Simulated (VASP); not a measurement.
# CeBr2 (Fm-3m) in VASP: single point with PBEsol

Aim: the single point of CeBr2 with PBEsol.

Everything below comes from runs of VASP 6.6.1. Logs are shortened: lines on timing, memory, paths and dates and some standing lists are left out, and cuts for length are marked.

## 1. The cell of the first run

It takes space group Fm-3m (No. 225, cubic). Conventional cell: a = 7.141 Å, b = 7.141 Å, c = 7.141 Å, α = 90.00°, β = 90.00°, γ = 90.00°. Within 4.1 Å of Ce (site symmetry m-3m) lie 8 Br at 3.09 Å. Br (site symmetry -43m) has 4 Ce at 3.09 Å and 6 Br at 3.57 Å within 4.1 Å.

## 2. Single point, PBEsol, collinear spin, ferromagnetic start

Contents of POSCAR:

```
CeBr2
1.0
    0.0000000000      3.5706311127      3.5706311127
    3.5706311127      0.0000000000      3.5706311127
    3.5706311127      3.5706311127      0.0000000000
Ce Br
1 2
Direct
    0.0000000000      0.0000000000      0.0000000000
    0.2500000000      0.2500000000      0.2500000000
    0.7500000000      0.7500000000      0.7500000000
```

Contents of INCAR.step1:

```
PREC = Accurate
ENCUT = 520
EDIFF = 1E-6
ISMEAR = 0
SIGMA = 0.05
LREAL = False
LASPH = True
NELM = 150
ALGO = Normal
ISIF = 2
LWAVE = False
LCHARG = True
ISPIN = 2
MAGMOM = 1.67 0 0
LMAXMIX = 6
GGA = PS
NBANDS = 24
```

Contents of KPOINTS.step1:

```
Automatic mesh
0
Gamma
  8 8 8
```

Contents of INCAR.step2:

```
PREC = Accurate
ENCUT = 520
EDIFF = 1E-6
ISMEAR = -5
SIGMA = 0.05
LREAL = False
LASPH = True
NELM = 150
ALGO = Normal
ISIF = 2
LWAVE = False
LCHARG = False
ISPIN = 2
MAGMOM = 1.67 0 0
LORBIT = 11
LMAXMIX = 6
GGA = PS
NEDOS = 2001
ICHARG = 11
```

Contents of KPOINTS.step2:

```
Automatic mesh
0
Gamma
  12 12 12
```

Potentials or basis: VASP PAW PBE potentials, release 64 (Ce, Br).

Command:

```console
cat potpaw_PBE.64/Ce/POTCAR potpaw_PBE.64/Br/POTCAR > POTCAR
cp INCAR.step1 INCAR
cp KPOINTS.step1 KPOINTS
mpirun -np 1 vasp_std > vasp.out
cp INCAR.step2 INCAR
cp KPOINTS.step2 KPOINTS
mpirun -np 1 vasp_std > vasp.out
```

OUTCAR:

```text
PREC = Accurate
   ENCUT = 520
   EDIFF = 1E-6
   ISMEAR = -5
   LREAL = False
   LASPH = True
   NELM = 150
   ISIF = 2
   ISPIN = 2
   LORBIT = 11
   GGA = PS
   ICHARG = 11

 ion  position               nearest neighbor table
   1  0.000  0.000  0.000-
   2  0.250  0.250  0.250-
   3  0.750  0.750  0.750-

  LATTYP: Found a face centered cubic cell.
 ALAT       =     7.1412622254

  Lattice vectors:

 A1 = (   0.0000000000,   3.5706311127,   3.5706311127)
 A2 = (   3.5706311127,   0.0000000000,   3.5706311127)
 A3 = (   3.5706311127,   3.5706311127,   0.0000000000)

Analysis of symmetry for initial positions (statically):
=====================================================================
 Subroutine PRICEL returns:
 Original cell was already a primitive cell.

 Routine SETGRP: Setting up the symmetry group for a
 face centered cubic supercell.

 Subroutine GETGRP returns: Found 48 space group operations
 (whereof 48 operations were pure point group operations)
 out of a pool of 48 trial point group operations.

The static configuration has the point symmetry O_h .

Analysis of symmetry for dynamics (positions and initial velocities):
=====================================================================
 Subroutine PRICEL returns:
 Original cell was already a primitive cell.

 Routine SETGRP: Setting up the symmetry group for a
 face centered cubic supercell.

 Subroutine GETGRP returns: Found 48 space group operations
 (whereof 48 operations were pure point group operations)
 out of a pool of 48 trial point group operations.

The dynamic configuration has the point symmetry O_h .

Analysis of structural, dynamic, and magnetic symmetry:
=====================================================================
 Subroutine PRICEL returns:
 Original cell was already a primitive cell.

 Routine SETGRP: Setting up the symmetry group for a
 face centered cubic supercell.

 Subroutine GETGRP returns: Found 48 space group operations
 (whereof 48 operations were pure point group operations)
 out of a pool of 48 trial point group operations.

The overall configuration has the point symmetry O_h .

 Subroutine INISYM returns: Found 48 space group operations
 (whereof 48 operations are pure point group operations),
 and found     1 'primitive' translations

----------------------------------------------------------------------------------------

                                     Primitive cell

  volume of cell :      91.0469

  direct lattice vectors                    reciprocal lattice vectors
     0.000000000  3.570631113  3.570631113    -0.140031267  0.140031267  0.140031267
     3.570631113  0.000000000  3.570631113     0.140031267 -0.140031267  0.140031267
     3.570631113  3.570631113  0.000000000     0.140031267  0.140031267 -0.140031267

  length of vectors
     5.049634946  5.049634946  5.049634946     0.242541270  0.242541270  0.242541270

  position of ions in fractional coordinates (direct lattice)
     0.000000000  0.000000000  0.000000000
     0.250000000  0.250000000  0.250000000
     0.750000000  0.750000000  0.750000000

  ion indices of the primitive-cell ions
   primitive index   ion index
                 1           1
                 2           2
                 3           3

----------------------------------------------------------------------------------------

 KPOINTS: Automatic mesh

Automatic generation of k-mesh.
 Grid dimensions read from file:
 generate k-points for:   12   12   12

 Generating k-lattice:

  Cartesian coordinates                     Fractional coordinates (reciprocal lattice)
    -0.011669272  0.011669272  0.011669272     0.083333333  0.000000000  0.000000000
     0.011669272 -0.011669272  0.011669272     0.000000000  0.083333333  0.000000000
     0.011669272  0.011669272 -0.011669272     0.000000000  0.000000000  0.083333333

  Length of vectors
     0.020211772  0.020211772  0.020211772

  Shift w.r.t. Gamma in fractional coordinates (k-lattice)
     0.000000000  0.000000000  0.000000000

 TETIRR: Found    247 inequivalent tetrahedra from    10368

 Subroutine IBZKPT returns following result:
 ===========================================

 Found     72 irreducible k-points:

 Following reciprocal coordinates:
            Coordinates               Weight
  0.000000  0.000000  0.000000      1.000000
  0.083333  0.000000  0.000000      8.000000
  0.166667  0.000000  0.000000      8.000000
  0.250000  0.000000  0.000000      8.000000
  0.333333  0.000000  0.000000      8.000000
  0.416667  0.000000  0.000000      8.000000
[... 16 lines left out ...]
  0.500000  0.166667  0.000000     24.000000
 -0.416667  0.166667  0.000000     24.000000
 [... further k-points ...]
   k-points           NKPTS =     72   k-points in BZ     NKDIM =     72   number of bands    NBANDS=     18
   number of dos      NEDOS =   2001   number of ions     NIONS =      3
   total plane-waves  NPLWV =  64000
   dimension x,y,z NGX =    40 NGY =   40 NGZ =   40
   dimension x,y,z NGXF=    80 NGYF=   80 NGZF=   80
   ions per type =               1   2
   NGX,Y,Z   is equivalent  to a cutoff of  13.17, 13.17, 13.17 a.u.
   NGXF,Y,Z  is equivalent  to a cutoff of  26.34, 26.34, 26.34 a.u.
 SYSTEM =  unknown system
   PREC   = accura    normal or accurate (medium, high low for compatibility)
   ISTART =      0    job   : 0-new  1-cont  2-samecut
   ICHARG =     11    charge: 1-file 2-atom 10-const
   ISPIN  =      2    spin polarized calculation?
   LNONCOLLINEAR =      F non collinear calculations
   LSORBIT =      F    spin-orbit coupling
   LASPH  =      T    aspherical Exc in radial PAW
   ENCUT  =  520.0 eV  38.22 Ry    6.18 a.u.   9.39  9.39  9.39*2*pi/ulx,y,z
   NELM   =    150;   NELMIN=  2; NELMDL=  0     # of ELM steps
   EDIFF  = 0.1E-05   stopping-criterion for ELM
   LREAL  =      F    real-space projection
   EDIFFG = 0.1E-04   stopping-criterion for IOM
   NSW    =      0    number of steps for IOM
   IBRION =     -1    ionic relax: 0-MD 1-quasi-New 2-CG
   NFREE  =      0    steps in history (QN), initial steepest desc. (CG)
   ISIF   =      2    stress and relaxation
   ISYM   =      2    0-nonsym 1-usesym 2-fastsym
   POTIM  = 0.5000    time-step for ionic-motion
   TEBEG  =    0.0;   TEEND  =   0.0 temperature during run
   PSTRESS=    0.0 pullay stress
   NELECT =      26.0000    total number of electrons
   NUPDOWN=      -1.0000    fix difference up-down
   EMIN   =  10.00;   EMAX   =-10.00  energy-range for DOS
   EFERMI =   0.00;   METHOD = LEGACY
   ISMEAR =    -5;   SIGMA  =   0.05  broadening in eV -4-tet -1-fermi 0-gaus
   EFERMI_NEDOS =   21; number of points for ismear=-14 and -15
   IALGO  =     38    algorithm
   IMIX   =      4    mixing-type and parameters
     AMIX     =   0.40;   BMIX     =  1.00
     AMIX_MAG =   1.60;   BMIX_MAG =  1.00
  volume/ion in A,a.u.               =      30.35       204.80
  Fermi-wavevector in a.u.,A,eV,Ry     =   1.078063  2.037244 15.812972  1.162221
  Thomas-Fermi vector in A             =   2.213992
   LORBIT       =     11    0 simple, 1 ext, 2 COOP (PROOUT), +10 PAW based schemes
   GGA     = PS    functional components
   LHFCALC =     F    Hartree Fock is set to
   AEXX    =    0.0000 exact exchange contribution
   IVDW    =     0    specifies the selected vdW correction
   LEPSILON=     F    determine dielectric tensor
   LRPA    =     F    only Hartree local field effects (RPA)
 spin polarized calculation
 Fermi weights with tetrahedron method with Bloechl corrections
  energy-cutoff  :      520.00
  volume of cell :       91.05
 maximum number of plane-waves:      2477
 NGX is ok and might be reduce to    40

 number of electron      26.0000003 magnetization       1.9998864

 Free energy of the ion-electron system (eV)
  ---------------------------------------------------
  ext. energy  EPLUGINS =         0.00000000
  ---------------------------------------------------
  free energy    TOTEN  =       -14.56112593 eV

  energy without entropy =      -14.56112593  energy(sigma->0) =      -14.56112593

 E-fermi :   6.0913     XC(G=0):  -9.2280

 val. band max:        6.0963685880   @ k =   0.4167   0.0000   0.0000
 cond. band min:       6.0861111035   @ k =  -0.3333   0.3333   0.1667
 fundamental gap:     -0.0102574845
 Fermi energy:         6.0912642362

 spin component 1

 k-point     1 :       0.0000    0.0000    0.0000
  band No.  band energies     occupation
      1     -29.7330      1.00000
      2     -12.7292      1.00000
      3     -12.7292      1.00000
      4     -12.7292      1.00000
      5     -11.8421      1.00000
      6     -10.8814      1.00000
[... 10 lines left out ...]
     17       6.1583      0.00000
     18       6.4150      0.00000
[... 463 lines left out ...]
 k-point    24 :      -0.4167    0.1667    0.0000
  band No.  band energies     occupation
      1     -29.7260      1.00000
      2     -13.2599      1.00000
      3     -12.9148      1.00000
      4     -12.7606      1.00000
      5     -11.2153      1.00000
      6     -10.7426      1.00000
[... 10 lines left out ...]
     17       6.2538      0.00000
     18       6.2569      0.00000

 [... further k-points ...]

 spin component 2

 k-point     1 :       0.0000    0.0000    0.0000
  band No.  band energies     occupation
      1     -28.9985      1.00000
      2     -12.0690      1.00000
      3     -12.0690      1.00000
      4     -12.0690      1.00000
      5     -11.8113      1.00000
      6     -10.8795      1.00000
[... 10 lines left out ...]
     17       7.1854      0.00000
     18       7.2232      0.00000
[... 463 lines left out ...]
 k-point    24 :      -0.4167    0.1667    0.0000
  band No.  band energies     occupation
      1     -28.9907      1.00000
      2     -12.7822      1.00000
      3     -12.3555      1.00000
      4     -12.1034      1.00000
      5     -11.0998      1.00000
      6     -10.5479      1.00000
[... 10 lines left out ...]
     17       7.0792      0.00000
     18       7.1869      0.00000

 [... further k-points ...]
[... 5 lines left out ...]
  --------------------------------------------------------------------------------------
  -------------------------------------------------------------------------------------
  Total       -0.8969434     -0.8969434     -0.8969434      0.0000000     -0.0000000     -0.0000000
  in kB      -15.7837669    -15.7837669    -15.7837669      0.0000000     -0.0000000     -0.0000000
  external PRESSURE =     -15.7837669 kB  Pullay stress =       0.0000000 kB

 VOLUME and BASIS-vectors are now :
 -----------------------------------------------------------------------------
  energy-cutoff  :      520.00
  volume of cell :       91.05
      direct lattice vectors                 reciprocal lattice vectors
     0.000000000  3.570631113  3.570631113    -0.140031267  0.140031267  0.140031267
     3.570631113  0.000000000  3.570631113     0.140031267 -0.140031267  0.140031267
     3.570631113  3.570631113  0.000000000     0.140031267  0.140031267 -0.140031267

 POSITION                                       TOTAL-FORCE (eV/Angst)
 -----------------------------------------------------------------------------------
      0.00000      0.00000      0.00000        -0.000000     -0.000000     -0.000000
      1.78532      1.78532      1.78532         0.000000      0.000000     -0.000000
      5.35595      5.35595      5.35595        -0.000000     -0.000000      0.000000
 -----------------------------------------------------------------------------------
    total drift:                               -0.000000      0.000000      0.000000

  FREE ENERGIE OF THE ION-ELECTRON SYSTEM (eV)
  ---------------------------------------------------
  free  energy   TOTEN  =       -14.5611259335 eV

  energy  without entropy=      -14.5611259335  energy(sigma->0) =      -14.56112593

 total charge

# of ion       s       p       d       f       tot
--------------------------------------------------
    1        2.035   5.676   0.582   1.343   9.636
    2        1.598   3.263   0.027   0.000   4.888
    3        1.598   3.263   0.027   0.000   4.888
--------------------------------------------------
tot          5.231  12.202   0.637   1.343  19.413

 magnetization (x)

# of ion       s       p       d       f       tot
--------------------------------------------------
    1        0.006  -0.007   0.254   1.256   1.509
    2       -0.001  -0.019   0.018   0.000  -0.003
    3       -0.001  -0.019   0.018   0.000  -0.003
--------------------------------------------------
tot          0.003  -0.046   0.290   1.256   1.503
```

Run time: 6.7 min. Hardware: 1 thread of Intel Xeon Platinum 8259CL at 2.50GHz (Skylake/Cascade Lake), shared host; peak memory 0.42 GiB.

What came out:

- Net moment: 2.00 μB per cell
- Site moments: Ce +1.51; Br -0.00 μB
- Valence electrons inside the program's atomic spheres: Ce 9.64; Br 4.89

Levels at points of the mesh, in eV from the Fermi level:
Spin up:
```tsv
k point	band 10	band 11	band 12	band 13	band 14	band 15	band 16	band 17	band 18
(0.00, 0.00, 0.00)	-4.56	-4.56	-4.56	-0.35	-0.35	0.06	0.06	0.07	0.32
(0.50, 0.00, 0.00)	-5.78	-5.40	-5.40	-0.06	0.01	0.01	0.07	0.26	0.26
(0.50, 0.50, 0.00)	-4.81	-4.81	-4.21	-0.51	-0.17	0.05	0.05	0.16	0.18
```
Spin down:
```csv
k point,band 8,band 9,band 10,band 11,band 12,band 13,band 14,band 15,band 16,band 17
"(0.00, 0.00, 0.00)",-6.90,-6.90,-4.50,-4.50,-4.50,0.25,0.25,0.78,0.96,1.09
"(0.50, 0.00, 0.00)",-6.24,-5.88,-5.68,-5.32,-5.32,0.65,0.87,0.87,0.95,1.02
"(0.50, 0.50, 0.00)",-6.23,-6.23,-4.73,-4.73,-4.18,0.09,0.78,0.91,0.91,1.01
```

Caveat: the magnetic or orbital state may not be the lowest; the PAW data sets were made with another functional, which shifts forces and pressure a little; spin-orbit coupling is left out, which moves the levels of the heavy elements; semilocal functionals describe open f shells poorly, which spoils levels, moments and volumes. The state reached can hang on the start; a lower one may exist.
